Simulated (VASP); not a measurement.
# Ru (P6/mmm) in VASP: a series of runs

The runs below take Ru through relaxation of shape and atoms at fixed volume, relaxation of cell and atoms, single point, with PBE.

All numbers are computed with VASP 6.6.1; they aren't measurements. Logs are shortened: lines on timing, memory, paths and dates and some standing lists are left out, and cuts for length are marked.

## 1. The cell of the first run

It takes space group P6/mmm (No. 191, hexagonal). Conventional cell: a = 2.618 Å, b = 2.618 Å, c = 2.407 Å, α = 90.00°, β = 90.00°, γ = 120.00°. Ru (site symmetry 6/mmm) has 8 Ru at 2.41 to 2.62 Å within 3.2 Å.

This isn't the form of Ru at room conditions, which is hcp.

## 2. Relaxation of shape and atoms at fixed volume, PBE

INCAR

```
PREC = Accurate
ENCUT = 600
EDIFF = 1E-6
ISMEAR = -1
SIGMA = 0.05
LREAL = F
LASPH = T
NELM = 100
ALGO = Normal
ISIF = 4
LWAVE = F
LCHARG = F
GGA = PE
IBRION = 2
NSW = 50
EDIFFG = -0.005
```

KPOINTS

```
regular mesh
0
Gamma
  17 17 15
```

POSCAR

```
Ru
1.0
    2.6183262769      0.0000000000      0.0000000000
   -1.3091631384      2.2675370712      0.0000000000
    0.0000000000      0.0000000000      2.4066515238
Ru
1
Direct
    0.0000000000      0.0000000000      0.0000000000
```

Potentials or basis: VASP PAW PBE potentials, release 64 (Ru_pv).

Run with:

```console
> cat potpaw_PBE.64/Ru_pv/POTCAR > POTCAR
> mpirun -np 1 vasp_std > vasp.out
```

OUTCAR:

```text
PREC = Accurate
   ENCUT = 600
   EDIFF = 1E-6
   ISMEAR = -1
   LREAL = F
   LASPH = T
   NELM = 100
   ISIF = 4
   GGA = PE
   IBRION = 2
   NSW = 50
   EDIFFG = -0.005

 ion  position               nearest neighbor table
   1  0.000  0.000  0.000-

  LATTYP: Found a hexagonal cell.
 ALAT       =     2.6183262769
 C/A-ratio  =     0.9191564646

  Lattice vectors:

 A1 = (   2.6183262769,   0.0000000000,   0.0000000000)
 A2 = (  -1.3091631384,   2.2675370712,   0.0000000000)
 A3 = (   0.0000000000,   0.0000000000,   2.4066515238)

Analysis of symmetry for initial positions (statically):
=====================================================================
 Subroutine PRICEL returns:
 Original cell was already a primitive cell.

 Routine SETGRP: Setting up the symmetry group for a
 hexagonal supercell.

 Subroutine GETGRP returns: Found 24 space group operations
 (whereof 24 operations were pure point group operations)
 out of a pool of 24 trial point group operations.

The static configuration has the point symmetry D_6h.

Analysis of symmetry for dynamics (positions and initial velocities):
=====================================================================
 Subroutine PRICEL returns:
 Original cell was already a primitive cell.

 Routine SETGRP: Setting up the symmetry group for a
 hexagonal supercell.

 Subroutine GETGRP returns: Found 24 space group operations
 (whereof 24 operations were pure point group operations)
 out of a pool of 24 trial point group operations.

The dynamic configuration has the point symmetry D_6h.

 Subroutine INISYM returns: Found 24 space group operations
 (whereof 24 operations are pure point group operations),
 and found     1 'primitive' translations

----------------------------------------------------------------------------------------

                                     Primitive cell

  volume of cell :      14.2887

  direct lattice vectors                    reciprocal lattice vectors
     2.618326277  0.000000000  0.000000000     0.381923372  0.220503561  0.000000000
    -1.309163138  2.267537071  0.000000000     0.000000000  0.441007123  0.000000000
     0.000000000  0.000000000  2.406651524     0.000000000  0.000000000  0.415515080

  length of vectors
     2.618326277  2.618326277  2.406651524     0.441007123  0.441007123  0.415515080

  position of ions in fractional coordinates (direct lattice)
     0.000000000  0.000000000  0.000000000

  ion indices of the primitive-cell ions
   primitive index   ion index
                 1           1

----------------------------------------------------------------------------------------

 KPOINTS: regular mesh

Automatic generation of k-mesh.
 Grid dimensions read from file:
 generate k-points for:   17   17   15

 Generating k-lattice:

  Cartesian coordinates                     Fractional coordinates (reciprocal lattice)
     0.022466081  0.012970798  0.000000000     0.058823529  0.000000000  0.000000000
     0.000000000  0.025941595  0.000000000     0.000000000  0.058823529  0.000000000
     0.000000000  0.000000000  0.027701005     0.000000000  0.000000000  0.066666667

  Length of vectors
     0.025941595  0.025941595  0.027701005

  Shift w.r.t. Gamma in fractional coordinates (k-lattice)
     0.000000000  0.000000000  0.000000000

 Subroutine IBZKPT returns following result:
 ===========================================

[... 44 lines left out ...]
   LASPH  =      T    aspherical Exc in radial PAW
   ENCUT  =  600.0 eV  44.10 Ry    6.64 a.u.   5.23  5.23  4.81*2*pi/ulx,y,z
   NELM   =    100;   NELMIN=  2; NELMDL= -5     # of ELM steps
   EDIFF  = 0.1E-05   stopping-criterion for ELM
   LREAL  =      F    real-space projection
   EDIFFG = -.5E-02   stopping-criterion for IOM
   NSW    =     50    number of steps for IOM
   IBRION =      2    ionic relax: 0-MD 1-quasi-New 2-CG
   NFREE  =      1    steps in history (QN), initial steepest desc. (CG)
   ISIF   =      4    stress and relaxation
   ISYM   =      2    0-nonsym 1-usesym 2-fastsym
   POTIM  = 0.5000    time-step for ionic-motion
   TEBEG  =    0.0;   TEEND  =   0.0 temperature during run
   PSTRESS=    0.0 pullay stress
   NELECT =      14.0000    total number of electrons
   NUPDOWN=      -1.0000    fix difference up-down
   EMIN   =  10.00;   EMAX   =-10.00  energy-range for DOS
   EFERMI =   0.00;   METHOD = LEGACY
   ISMEAR =    -1;   SIGMA  =   0.05  broadening in eV -4-tet -1-fermi 0-gaus
   EFERMI_NEDOS =   21; number of points for ismear=-14 and -15
   IALGO  =     38    algorithm
   IMIX   =      4    mixing-type and parameters
     AMIX     =   0.40;   BMIX     =  1.00
     AMIX_MAG =   1.60;   BMIX_MAG =  1.00
  volume/ion in A,a.u.               =      14.29        96.42
  Fermi-wavevector in a.u.,A,eV,Ry     =   1.625999  3.072693 35.972091  2.643874
  Thomas-Fermi vector in A             =   2.719031
   LORBIT       =      0    0 simple, 1 ext, 2 COOP (PROOUT), +10 PAW based schemes
   GGA     = PE    functional components
   LHFCALC =     F    Hartree Fock is set to
   AEXX    =    0.0000 exact exchange contribution
   IVDW    =     0    specifies the selected vdW correction
   LEPSILON=     F    determine dielectric tensor
   LRPA    =     F    only Hartree local field effects (RPA)
 conjugate gradient relaxation of ions
 non-spin polarized calculation
  energy-cutoff  :      600.00
  volume of cell :       14.29
 maximum number of plane-waves:       488
 NGX is ok and might be reduce to    24
   NGX = 11   NGY = 11   NGZ =  9

--------------------------------------- Ionic step        1  -------------------------------------------

 number of electron      14.0000004 magnetization

 Free energy of the ion-electron system (eV)
  ---------------------------------------------------
  ext. energy  EPLUGINS =         0.00000000
  ---------------------------------------------------
  free energy    TOTEN  =        -8.36255964 eV

  energy without entropy =       -8.35040844  energy(sigma->0) =       -8.35648404

------------------------ aborting loop because EDIFF is reached ----------------------------------------

  FORCE on cell =-STRESS in cart. coord.  units (eV):
  Direction    XX          YY          ZZ          XY          YZ          ZX
  --------------------------------------------------------------------------------------
  -------------------------------------------------------------------------------------
  Total        1.2373000      1.2373000      1.3650815      0.0000000     -0.0000000     -0.0000000
  in kB      138.7376101    138.7376101    153.0656637      0.0000000     -0.0000000     -0.0000000
  external PRESSURE =     143.5136280 kB  Pullay stress =       0.0000000 kB

 VOLUME and BASIS-vectors are now :
 -----------------------------------------------------------------------------
  energy-cutoff  :      600.00
  volume of cell :       14.29
      direct lattice vectors                 reciprocal lattice vectors
     2.618326277  0.000000000  0.000000000     0.381923372  0.220503561  0.000000000
    -1.309163138  2.267537071  0.000000000     0.000000000  0.441007123  0.000000000
     0.000000000  0.000000000  2.406651524     0.000000000  0.000000000  0.415515080

 POSITION                                       TOTAL-FORCE (eV/Angst)
 -----------------------------------------------------------------------------------
      0.00000      0.00000      0.00000         0.000000      0.000000      0.000000
 -----------------------------------------------------------------------------------
    total drift:                                0.000000     -0.000000      0.000000

  FREE ENERGIE OF THE ION-ELECTRON SYSTEM (eV)
  ---------------------------------------------------
  free  energy   TOTEN  =        -8.3625596446 eV

  energy  without entropy=       -8.3504084405  energy(sigma->0) =       -8.35648404

--------------------------------------- Ionic step        2  -------------------------------------------

 number of electron      14.0000004 magnetization

 Free energy of the ion-electron system (eV)
  ---------------------------------------------------
  ext. energy  EPLUGINS =         0.00000000
  ---------------------------------------------------
  free energy    TOTEN  =        -8.36282276 eV

  energy without entropy =       -8.35103893  energy(sigma->0) =       -8.35693085

 E-fermi :  12.0392     XC(G=0): -13.6999

 val. band max:       12.0375437408   @ k =   0.1765   0.1765   0.2000
 cond. band min:      12.0535685577   @ k =   0.2353  -0.0000   0.2000
 fundamental gap:      0.0160248169
 Fermi energy:        12.0392136477

 k-point     1 :       0.0000    0.0000    0.0000
  band No.  band energies     occupation
      1     -30.3291      2.00000
      2     -30.3291      2.00000
      3     -30.2433      2.00000
      4       4.3843      2.00000
      5       6.2315      2.00000
      6       9.5866      2.00000
      7       9.5866      2.00000
      8      14.0584      0.00000
      9      14.0584      0.00000
     10      22.9243      0.00000
     11      27.1145      0.00000
[... 309 lines left out ...]
 k-point    24 :       0.1765    0.1765    0.0000
  band No.  band energies     occupation
      1     -30.9937      2.00000
      2     -30.5645      2.00000
      3     -30.1661      2.00000
      4       6.7119      2.00000
      5       7.7967      2.00000
      6       8.0094      2.00000
      7      12.3271      0.00630
      8      12.9845      0.00000
      9      13.4906      0.00000
     10      22.9240      0.00000
     11      26.1694      0.00000

 [... further k-points ...]
[... 5 lines left out ...]
  --------------------------------------------------------------------------------------
  -------------------------------------------------------------------------------------
  Total        1.2796011      1.2796011      1.2726097      0.0000000      0.0000000     -0.0000000
  in kB      143.4808120    143.4808120    142.6968712      0.0000000      0.0000000     -0.0000000
  external PRESSURE =     143.2194984 kB  Pullay stress =       0.0000000 kB

 VOLUME and BASIS-vectors are now :
 -----------------------------------------------------------------------------
  energy-cutoff  :      600.00
  volume of cell :       14.29
      direct lattice vectors                 reciprocal lattice vectors
     2.612957054  0.000000000 -0.000000000     0.382708165  0.220956662 -0.000000000
    -1.306478527  2.262887188  0.000000000    -0.000000000  0.441913324  0.000000000
     0.000000000 -0.000000000  2.416552279     0.000000000 -0.000000000  0.413812690

 POSITION                                       TOTAL-FORCE (eV/Angst)
 -----------------------------------------------------------------------------------
      0.00000      0.00000      0.00000         0.000000     -0.000000      0.000000
 -----------------------------------------------------------------------------------
    total drift:                                0.000000      0.000000      0.000000

  FREE ENERGIE OF THE ION-ELECTRON SYSTEM (eV)
  ---------------------------------------------------
  free  energy   TOTEN  =        -8.3628227646 eV

  energy  without entropy=       -8.3510389283  energy(sigma->0) =       -8.35693085

 reached required accuracy - stopping structural energy minimisation
```

It took 30 s on 1 thread of Intel Xeon Platinum 8259CL at 2.50GHz (Skylake/Cascade Lake), shared host; peak memory 0.17 GiB.

Results:

```yaml
Free_energy: -8.3628 eV
Energy_gained_by_relaxing: 0.3 meV/atom
Ionic_steps: 2
Pressure_after_relaxing: 14.3 GPa
Band_gap_on_the_k_mesh: zero (bands 7 and 8 overlap by 3.63 eV)
```

Stress tensor (GPa, compression positive):
```
14.35  0.00  0.00
 0.00 14.35  0.00
 0.00  0.00 14.27
```

Step by step:
```
step  energy change (eV)  largest force (eV/Å)  pressure (GPa)  volume (Å³)
   1              0.0000                0.0000           14.35        14.29
   2             -0.0003                0.0000           14.32        14.29
```

Final structure:
```
CELL_PARAMETERS angstrom
2.61296 0.00000 0.00000
-1.30648 2.26289 0.00000
0.00000 0.00000 2.41655
ATOMIC_POSITIONS crystal
Ru 0.00000 0.00000 0.00000
```

## 3. Relaxation of cell and atoms, PBE

This run uses another cell than the first one, of 14.32 Å³/atom.

INCAR

```
ALGO     = Normal         # electronic algorithm
EDIFF    = 1E-6           # SCF threshold, eV
EDIFFG   = -0.005         # ionic threshold
ENCUT    = 600            # plane-wave cutoff, eV
GGA      = PE             # functional
IBRION   = 2              # ionic algorithm
ISIF     = 3              # what is computed and relaxed
ISMEAR   = -1             # smearing method
LASPH    = T              # aspherical terms in the spheres
LCHARG   = F              # write CHGCAR
LREAL    = F              # projectors in reciprocal space
LWAVE    = F              # write WAVECAR
NELM     = 60             # most SCF steps
NSW      = 60             # ionic steps
PREC     = Accurate       # precision mode
SIGMA    = 0.05           # smearing width, eV
```

KPOINTS

```
k-points
0
Gamma
  17 17 15
```

POSCAR

```
Ru
1.0
    2.6006499746      0.0000000000      0.0000000000
   -1.3003249873      2.2522289443      0.0000000000
    0.0000000000      0.0000000000      2.4446109761
Ru
1
Direct
    0.0000000000      0.0000000000      0.0000000000
```

Potentials or basis: VASP PAW PBE potentials, release 64 (Ru_pv).

Run with:

```console
> cat potpaw_PBE.64/Ru_pv/POTCAR > POTCAR
> mpirun -np 1 vasp_std > vasp.out
```

Run time: 2.3 min. Hardware: 1 thread of Intel Xeon Platinum 8259CL at 2.50GHz (Skylake/Cascade Lake), shared host; peak memory 0.18 GiB.

It converged, with:

* Free energy: -8.3947 eV
* Relaxed volume: 15.04 Å³/atom
* Relaxed cell: a = 2.661 Å, b = 2.661 Å, c = 2.453 Å, α = 90.00°, β = 90.00°, γ = 120.00°
* Space group after relaxing (to 0.1 Å): P6/mmm (No. 191)
* Energy gained by relaxing: 31.3 meV/atom
* Ionic steps: 9
* Pressure after relaxing: 0.0 GPa
* Band gap on the k mesh: zero (bands 7 and 8 overlap by 3.37 eV)

Step by step:
| step | energy change (eV) | largest force (eV/Å) | pressure (GPa) | volume (Å³) |
| --- | --- | --- | --- | --- |
| 1 | 0.0000 | 0.0000 | 13.66 | 14.32 |
| 2 | 0.1243 | 0.0000 | -22.52 | 17.00 |
| 3 | -0.0302 | 0.0000 | -0.77 | 15.08 |
| 4 | -0.0303 | 0.0000 | -0.22 | 15.05 |
| 5 | -0.0303 | 0.0000 | 0.02 | 15.03 |
| 6 | -0.0312 | 0.0000 | 0.27 | 15.02 |
| 7 | -0.0313 | 0.0000 | 0.41 | 15.01 |
| 8 | -0.0312 | 0.0000 | -0.80 | 15.09 |
| 9 | -0.0313 | 0.0000 | -0.01 | 15.04 |

Final structure:
```yaml
crystal:
  lattice:
    - [2.66084, 0.00000, 0.00000]
    - [-1.33042, 2.30436, 0.00000]
    - [0.00000, 0.00000, 2.45251]
  atoms:
    - { symbol: Ru, position: [0.00000, 0.00000, 0.00000] }
```

Levels at points of the mesh, in eV from the Fermi level:
```
           k point  band 5  band 6  band 7  band 8  band 9  band 10
(0.00, 0.00, 0.00)   -5.44   -2.27   -2.27    1.86    1.86    10.93
```

(Continued in part 2 of 2.)
